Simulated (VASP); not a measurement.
# VO2 (P4_2/mnm) in VASP: a series of runs, part 2 of 2

VASP 6.6.1.

### 3 Relaxation of shape and atoms at fixed volume, PBE (10.24 Å³/atom)

This run uses another cell than the first one, of 10.24 Å³/atom.

File INCAR:

```
PREC = Accurate
ENCUT = 600
EDIFF = 1E-7
ISMEAR = 0
SIGMA = 0.05
LREAL = F
LASPH = T
NELM = 120
ALGO = Normal
ISIF = 4
LWAVE = F
LCHARG = F
GGA = PE
IBRION = 2
NSW = 60
EDIFFG = -0.01
GGA_COMPAT = F
NELMIN = 4
```

File KPOINTS:

```
regular mesh
0
Gamma
  6 6 10
```

File POSCAR:

```
VO2
1.0
    4.6782445945      0.0000000000      0.0000000000
    0.0000000000      4.6782445945      0.0000000000
    0.0000000000      0.0000000000      2.8080994610
V O
2 4
Direct
    0.0000000000      0.0000000000      0.0000000000
    0.5000000000      0.5000000000      0.5000000000
    0.2996657955      0.2996657955      0.0000000000
    0.2003342045      0.7996657955      0.5000000000
    0.7003342045      0.7003342045      0.0000000000
    0.7996657955      0.2003342045      0.5000000000
```

Potentials or basis: VASP PAW PBE potentials, release 64 (V_sv, O).

Command:

```
$ cat potpaw_PBE.64/V_sv/POTCAR potpaw_PBE.64/O/POTCAR > POTCAR
$ mpirun -np 1 vasp_std > vasp.out
```

OUTCAR:

```text
PREC = Accurate
   ENCUT = 600
   EDIFF = 1E-7
   ISMEAR = 0
   LREAL = F
   LASPH = T
   NELM = 120
   ISIF = 4
   GGA = PE
   IBRION = 2
   NSW = 60
   EDIFFG = -0.01
   NELMIN = 4

 ion  position               nearest neighbor table
   1  0.000  0.000  0.000-   4 1.93   6 1.93   4 1.93   6 1.93   5 1.98   3 1.98
   2  0.500  0.500  0.500-   3 1.93   5 1.93   3 1.93   5 1.93   4 1.98   6 1.98
   3  0.300  0.300  0.000-   2 1.93   2 1.93   1 1.98
   4  0.200  0.800  0.500-   1 1.93   1 1.93   2 1.98
   5  0.700  0.700  0.000-   2 1.93   2 1.93   1 1.98
   6  0.800  0.200  0.500-   1 1.93   1 1.93   2 1.98

  LATTYP: Found a simple tetragonal cell.
 ALAT       =     4.6782445945
 C/A-ratio  =     0.6002463968

  Lattice vectors:

 A1 = (   4.6782445945,   0.0000000000,   0.0000000000)
 A2 = (   0.0000000000,   4.6782445945,   0.0000000000)
 A3 = (   0.0000000000,   0.0000000000,   2.8080994610)

Analysis of symmetry for initial positions (statically):
=====================================================================
 Subroutine PRICEL returns:
 Original cell was already a primitive cell.

 Routine SETGRP: Setting up the symmetry group for a
 simple tetragonal supercell.

 Subroutine GETGRP returns: Found 16 space group operations
 (whereof  8 operations were pure point group operations)
 out of a pool of 16 trial point group operations.

The static configuration has the point symmetry D_2h.
 The point group associated with its full space group is D_4h.

Analysis of symmetry for dynamics (positions and initial velocities):
=====================================================================
 Subroutine PRICEL returns:
 Original cell was already a primitive cell.

 Routine SETGRP: Setting up the symmetry group for a
 simple tetragonal supercell.

 Subroutine GETGRP returns: Found 16 space group operations
 (whereof  8 operations were pure point group operations)
 out of a pool of 16 trial point group operations.

[... 137 lines left out ...]
   IVDW    =     0    specifies the selected vdW correction
   LEPSILON=     F    determine dielectric tensor
   LRPA    =     F    only Hartree local field effects (RPA)
 conjugate gradient relaxation of ions
 non-spin polarized calculation
 Gauss-broadening in eV      SIGMA  =   0.05
  energy-cutoff  :      600.00
  volume of cell :       61.46
 maximum number of plane-waves:      2080
 NGX is ok and might be reduce to    40
   NGX = 19   NGY = 19   NGZ = 11

--------------------------------------- Ionic step        1  -------------------------------------------

 number of electron      50.0000027 magnetization

 Free energy of the ion-electron system (eV)
  ---------------------------------------------------
  ext. energy  EPLUGINS =         0.00000000
  ---------------------------------------------------
  free energy    TOTEN  =       -51.74981366 eV

  energy without entropy =      -51.74126112  energy(sigma->0) =      -51.74553739

------------------------ aborting loop because EDIFF is reached ----------------------------------------

  FORCE on cell =-STRESS in cart. coord.  units (eV):
  Direction    XX          YY          ZZ          XY          YZ          ZX
  --------------------------------------------------------------------------------------
  -------------------------------------------------------------------------------------
  Total       -3.0136565     -3.0136565     -3.0975735      0.0000000      0.0000000      0.0000000
  in kB      -78.5644348    -78.5644348    -80.7521071      0.0000000      0.0000000      0.0000000
  external PRESSURE =     -79.2936589 kB  Pullay stress =       0.0000000 kB
[... 67 lines left out ...]
--------------------------------------- Ionic step        3  -------------------------------------------

 number of electron      50.0000027 magnetization

 Free energy of the ion-electron system (eV)
  ---------------------------------------------------
  ext. energy  EPLUGINS =         0.00000000
  ---------------------------------------------------
  free energy    TOTEN  =       -51.75053204 eV

  energy without entropy =      -51.74219263  energy(sigma->0) =      -51.74636234

 E-fermi :   5.9626     XC(G=0): -11.5487

 val. band max:        5.9576357908   @ k =   0.3333   0.3333   0.2000
 cond. band min:       5.9649389145   @ k =   0.3333   0.3333   0.1000
 fundamental gap:      0.0073031237
 Fermi energy:         5.9626150042

 k-point     1 :       0.0000    0.0000    0.0000
  band No.  band energies     occupation
      1     -59.8297      2.00000
      2     -59.8227      2.00000
      3     -33.6591      2.00000
      4     -33.6591      2.00000
      5     -33.6452      2.00000
      6     -33.6312      2.00000
[... 781 lines left out ...]
     29       7.1138      0.00000
     30       7.1138      0.00000

 [... further k-points ...]

------------------------ aborting loop because EDIFF is reached ----------------------------------------

  FORCE on cell =-STRESS in cart. coord.  units (eV):
  Direction    XX          YY          ZZ          XY          YZ          ZX
  --------------------------------------------------------------------------------------
  -------------------------------------------------------------------------------------
  Total       -2.9468534     -2.9468534     -2.8732931      0.0000000      0.0000000      0.0000000
  in kB      -76.8229131    -76.8229131    -74.9052352      0.0000000      0.0000000      0.0000000
  external PRESSURE =     -76.1836871 kB  Pullay stress =       0.0000000 kB
[... 21 lines left out ...]
  FREE ENERGIE OF THE ION-ELECTRON SYSTEM (eV)
  ---------------------------------------------------
  free  energy   TOTEN  =       -51.7505320404 eV

  energy  without entropy=      -51.7421926333  energy(sigma->0) =      -51.74636234

 reached required accuracy - stopping structural energy minimisation
```

OSZICAR:

```text
N       E                     dE             d eps       ncg     rms          rms(c)
DAV:   1     0.701652694010E+03    0.70165E+03   -0.30749E+04  3600   0.202E+03
DAV:   2     0.208272007962E+02   -0.68083E+03   -0.65770E+03  3824   0.573E+02
[... 25 lines left out ...]
       N       E                     dE             d eps       ncg     rms          rms(c)
DAV:   1    -0.517504999003E+02   -0.68520E-05   -0.28914E-02  3600   0.110E+00    0.488E-02
DAV:   2    -0.517505447692E+02   -0.44869E-04   -0.65205E-04  3858   0.188E-01    0.488E-02
DAV:   3    -0.517505367831E+02    0.79861E-05   -0.23916E-05  4672   0.444E-02    0.282E-02
DAV:   4    -0.517505322633E+02    0.45198E-05   -0.16380E-05  3708   0.335E-02    0.124E-02
DAV:   5    -0.517505320050E+02    0.25834E-06   -0.50860E-06  3764   0.184E-02    0.253E-03
DAV:   6    -0.517505320404E+02   -0.35445E-07   -0.19367E-07  2732   0.363E-03
   3 F= -.51750532E+02 E0= -.51746362E+02  d E =-.718383E-03
```

Wall time 3.2 min (1 thread of Oxide Virtual Turin-like, shared host); peak memory 0.23 GiB.

What came out:

```yaml
Free_energy: -51.7505 eV
Energy_gained_by_relaxing: 0.1 meV/atom
Ionic_steps: 3
Pressure_after_relaxing: -7.6 GPa
Band_gap_on_the_k_mesh: zero (bands 25 and 26 overlap by 1.26 eV)
```

The path:
```
step  energy change (eV)  largest force (eV/Å)  pressure (GPa)  volume (Å³)
   1              0.0000                0.0739           -7.93        61.46
   2             -0.0007                0.0195           -7.70        61.46
   3             -0.0007                0.0017           -7.62        61.46
```

Final structure:
```
V O
1.0
     4.67962    0.00000    0.00000
     0.00000    4.67962    0.00000
     0.00000    0.00000    2.80645
V O
2 4
Cartesian
  0.0000 0.0000 0.0000
  2.3398 2.3398 1.4032
  1.4056 1.4056 0.0000
  0.9342 3.7454 1.4032
  3.2740 3.2740 0.0000
  3.7454 0.9342 1.4032
```

Caveat: the run has no spin polarisation, though such a crystal can be magnetic; semilocal functionals often make such compounds metallic where correlation or magnetic order opens a gap, which also shifts bond lengths.
